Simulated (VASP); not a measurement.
# CaGaC4N4 (P-43m) in VASP: further runs, part 2 of 2

VASP 6.6.1. The steps go on from the part before.

## (3) Single point, PBE

This run uses another cell than the first one, of 25.45 Å³/atom.

Contents of INCAR:

```
SYSTEM = CaGaC4N4
PREC = Accurate ; ENCUT = 520
EDIFF = 1E-6 ; ISMEAR = 0
SIGMA = 0.1 ; LREAL = .False.
LASPH = .True. ; NELM = 80
ALGO = Normal ; ISIF = 2
LWAVE = .False. ; LCHARG = .True.
GGA = PE ; LELF = .True.
LVHAR = .True. ; NBANDS = 40
```

Contents of KPOINTS:

```
Automatic mesh
0
Gamma
  4 4 4
  0 0 0
```

Contents of POSCAR:

```
CaGaC4N4
1.0
    6.3373436301      0.0000000000      0.0000000000
    0.0000000000      6.3373436301      0.0000000000
    0.0000000000      0.0000000000      6.3373436301
Ca Ga C N
1 1 4 4
Direct
    0.5000000000      0.5000000000      0.5000000000
    0.0000000000      0.0000000000      0.0000000000
    0.1794956664      0.1794956664      0.1794956664
    0.1794956664      0.8205043336      0.8205043336
    0.8205043336      0.1794956664      0.8205043336
    0.8205043336      0.8205043336      0.1794956664
    0.2863946669      0.2863946669      0.2863946669
    0.2863946669      0.7136053331      0.7136053331
    0.7136053331      0.2863946669      0.7136053331
    0.7136053331      0.7136053331      0.2863946669
```

Potentials or basis: VASP PAW PBE potentials, release 64 (Ca_sv, Ga_d, C, N).

Started as:

```bash
> cat potpaw_PBE.64/Ca_sv/POTCAR potpaw_PBE.64/Ga_d/POTCAR potpaw_PBE.64/C/POTCAR potpaw_PBE.64/N/POTCAR > POTCAR
> mpirun -np 1 vasp_std > vasp.out
```

Wall time 3.5 min (1 thread of Oxide Virtual Turin-like, shared host); peak memory 0.34 GiB.

It converged, with:

```yaml
Free_energy: -73.7506 eV
Pressure: 0.4 GPa
Largest_force: 0.407 eV/Å
Band_gap_on_the_k_mesh: zero (an odd number of electrons rules out a gap without spin polarisation)
```

Forces in eV/Å, atoms in the order of the input:
```
Ca   0.000  0.000  0.000
Ga   0.000  0.000  0.000
C   -0.235 -0.235 -0.235
C   -0.235  0.235  0.235
C    0.235 -0.235  0.235
C    0.235  0.235 -0.235
N    0.201  0.201  0.201
N    0.201 -0.201 -0.201
N   -0.201  0.201 -0.201
N   -0.201 -0.201  0.201
```

Levels at points of the mesh, in eV from the Fermi level:
| k point | band 27 | band 28 | band 29 | band 30 | band 31 | band 32 |
| --- | --- | --- | --- | --- | --- | --- |
| (0.00, 0.00, 0.00) | -6.19 | -6.19 | -6.19 | -0.14 | -0.14 | -0.14 |
| (0.50, 0.00, 0.00) | -6.32 | -6.22 | -6.22 | -0.01 | 0.20 | 0.20 |
| (0.50, 0.50, 0.00) | -6.35 | -6.25 | -6.25 | -0.02 | 0.52 | 0.52 |
| (0.50, 0.50, 0.50) | -6.28 | -6.28 | -6.28 | 0.33 | 0.33 | 0.33 |

Caveat: an odd number of electrons without spin polarisation forces a metal; a magnetic or distorted state may lie lower.

## (4) Single point, PBE

This run uses another cell than the first one, of 25.52 Å³/atom.

Contents of INCAR:

```
SYSTEM = CaGaC4N4
ALGO = Fast ; EDIFF = 1E-6
ENCUT = 520 ; GGA = PE
ISIF = 2 ; ISMEAR = 0
LASPH = .True. ; LCHARG = .False.
LREAL = .False. ; LWAVE = .False.
NBANDS = 40 ; NELM = 60
PREC = Accurate ; SIGMA = 0.1
```

Contents of KPOINTS:

```
k-points
0
Gamma
  6 6 6
  0 0 0
```

Contents of POSCAR:

```
CaGaC4N4
1.0
    6.3429341518      0.0000000000      0.0000000000
    0.0000000000      6.3429341518      0.0000000000
    0.0000000000      0.0000000000      6.3429341518
Ca Ga C N
1 1 4 4
Direct
    0.5000000000      0.5000000000      0.5000000000
    0.0000000000      0.0000000000      0.0000000000
    0.1793825422      0.1793825422      0.1793825422
    0.1793825422      0.8206174578      0.8206174578
    0.8206174578      0.1793825422      0.8206174578
    0.8206174578      0.8206174578      0.1793825422
    0.2862021102      0.2862021102      0.2862021102
    0.2862021102      0.7137978898      0.7137978898
    0.7137978898      0.2862021102      0.7137978898
    0.7137978898      0.7137978898      0.2862021102
```

Potentials or basis: VASP PAW PBE potentials, release 64 (Ca_sv, Ga_d, C, N).

Started as:

```bash
> cat potpaw_PBE.64/Ca_sv/POTCAR potpaw_PBE.64/Ga_d/POTCAR potpaw_PBE.64/C/POTCAR potpaw_PBE.64/N/POTCAR > POTCAR
> mpirun -np 1 vasp_std > vasp.out
```

OUTCAR:

```text
SYSTEM = CaGaC4N4
   EDIFF = 1E-6
   ENCUT = 520
   GGA = PE
   ISIF = 2
   ISMEAR = 0
   LASPH = .True.
   LREAL = .False.
   NELM = 60
   PREC = Accurate

 ion  position               nearest neighbor table
   1  0.500  0.500  0.500-   7 2.35   8 2.35   9 2.35  10 2.35
   2  0.000  0.000  0.000-   3 1.97   4 1.97   5 1.97   6 1.97
   3  0.179  0.179  0.179-   7 1.17   2 1.97
   4  0.179  0.821  0.821-   8 1.17   2 1.97
   5  0.821  0.179  0.821-   9 1.17   2 1.97
   6  0.821  0.821  0.179-  10 1.17   2 1.97
   7  0.286  0.286  0.286-   3 1.17   1 2.35
   8  0.286  0.714  0.714-   4 1.17   1 2.35
   9  0.714  0.286  0.714-   5 1.17   1 2.35
  10  0.714  0.714  0.286-   6 1.17   1 2.35

  LATTYP: Found a simple cubic cell.
 ALAT       =     6.3429341518

  Lattice vectors:

 A1 = (   6.3429341518,   0.0000000000,   0.0000000000)
 A2 = (   0.0000000000,   6.3429341518,   0.0000000000)
 A3 = (   0.0000000000,   0.0000000000,   6.3429341518)

Analysis of symmetry for initial positions (statically):
[... 195 lines left out ...]
      1     -40.9845      2.00000
      2     -22.0740      2.00000
      3     -22.0740      2.00000
      4     -22.0740      2.00000
      5     -18.9308      2.00000
      6     -18.8440      2.00000
[... 849 lines left out ...]
     39       4.1041      0.00000
     40       4.1480      0.00000

------------------------ aborting loop because EDIFF is reached ----------------------------------------

  FORCE on cell =-STRESS in cart. coord.  units (eV):
  Direction    XX          YY          ZZ          XY          YZ          ZX
  --------------------------------------------------------------------------------------
  -------------------------------------------------------------------------------------
  Total        0.3204328      0.3204328      0.3204328     -0.0000000      0.0000000     -0.0000000
  in kB        2.0117638      2.0117638      2.0117638     -0.0000000      0.0000000     -0.0000000
  external PRESSURE =       2.0117638 kB  Pullay stress =       0.0000000 kB

 VOLUME and BASIS-vectors are now :
 -----------------------------------------------------------------------------
  energy-cutoff  :      520.00
  volume of cell :      255.19
      direct lattice vectors                 reciprocal lattice vectors
     6.342934152  0.000000000  0.000000000     0.157655744  0.000000000  0.000000000
     0.000000000  6.342934152  0.000000000     0.000000000  0.157655744  0.000000000
     0.000000000  0.000000000  6.342934152     0.000000000  0.000000000  0.157655744

 POSITION                                       TOTAL-FORCE (eV/Angst)
 -----------------------------------------------------------------------------------
      3.17147      3.17147      3.17147        -0.000000      0.000000      0.000000
      0.00000      0.00000      0.00000         0.000000      0.000000      0.000000
      1.13781      1.13781      1.13781        -0.233764     -0.233764     -0.233764
      1.13781      5.20512      5.20512        -0.233764      0.233764      0.233764
      5.20512      1.13781      5.20512         0.233764     -0.233764      0.233764
      5.20512      5.20512      1.13781         0.233764      0.233764     -0.233764
      1.81536      1.81536      1.81536         0.213323      0.213323      0.213323
      1.81536      4.52757      4.52757         0.213323     -0.213323     -0.213323
      4.52757      1.81536      4.52757        -0.213323      0.213323     -0.213323
      4.52757      4.52757      1.81536        -0.213323     -0.213323      0.213323
 -----------------------------------------------------------------------------------
    total drift:                                0.000000      0.000000     -0.000000

  FREE ENERGIE OF THE ION-ELECTRON SYSTEM (eV)
  ---------------------------------------------------
  free  energy   TOTEN  =       -73.7528626991 eV

  energy  without entropy=      -73.6956143699  energy(sigma->0) =      -73.72423853
```

OSZICAR:

```text
N       E                     dE             d eps       ncg     rms          rms(c)
DAV:   1     0.535147151900E+03    0.53515E+03   -0.26356E+04  1696   0.141E+03
DAV:   2    -0.931556597700E+01   -0.54446E+03   -0.52322E+03  2024   0.385E+02
DAV:   3    -0.784875765099E+02   -0.69172E+02   -0.68440E+02  1952   0.133E+02
[... 39 lines left out ...]
RMM:  43    -0.737528538643E+02   -0.50831E-05   -0.23784E-05  1602   0.125E-02    0.120E-01
RMM:  44    -0.737528572728E+02   -0.34085E-05   -0.17139E-05  1607   0.109E-02    0.122E-01
RMM:  45    -0.737528610537E+02   -0.37808E-05   -0.16020E-05  1624   0.105E-02    0.124E-01
RMM:  46    -0.737528623129E+02   -0.12592E-05   -0.11075E-05  1473   0.899E-03    0.125E-01
RMM:  47    -0.737528626991E+02   -0.38622E-06   -0.90885E-06  1395   0.788E-03
   1 F= -.73752863E+02 E0= -.73724239E+02  d E =-.572483E-01
```

It took 19 min on 1 thread of Oxide Virtual Turin-like, shared host; peak memory 0.42 GiB.

What came out:

```
Free energy            : -73.7529 eV
Pressure               : 0.2 GPa
Largest force          : 0.405 eV/Å
Band gap on the k mesh : zero (an odd number of electrons rules out a gap without spin polarisation)
```

Forces in eV/Å, atoms in the order of the input:
```
Ca   0.000  0.000  0.000
Ga   0.000  0.000  0.000
C   -0.234 -0.234 -0.234
C   -0.234  0.234  0.234
C    0.234 -0.234  0.234
C    0.234  0.234 -0.234
N    0.213  0.213  0.213
N    0.213 -0.213 -0.213
N   -0.213  0.213 -0.213
N   -0.213 -0.213  0.213
```

Caveat: an odd number of electrons without spin polarisation forces a metal; a magnetic or distorted state may lie lower.

## (5) Overview

```csv
cell,k mesh,gap on the mesh (eV),pressure (GPa),largest force (eV/Å)
"a = 6.092 Å, 10 atoms, atomic positions A",4 × 4 × 4,none,5.7,0.36
"a = 6.337 Å, 10 atoms, atomic positions B",4 × 4 × 4,none,0.4,0.41
"a = 6.343 Å, 10 atoms, atomic positions C",6 × 6 × 6,none,0.2,0.40
```

Alike in all rows: task single point; level PBE; potentials or basis VASP PAW PBE potentials, release 64 (Ca_sv, Ga_d, C, N); no spin polarisation; cutoff (eV) 520; smearing gaussian 0.1 eV.

Caveats: an odd number of electrons without spin polarisation forces a metal; a magnetic or distorted state may lie lower; the cell stands under pressure (at least some runs).

Total energies depend on the potentials used, so only differences within one code and one set of settings carry meaning.
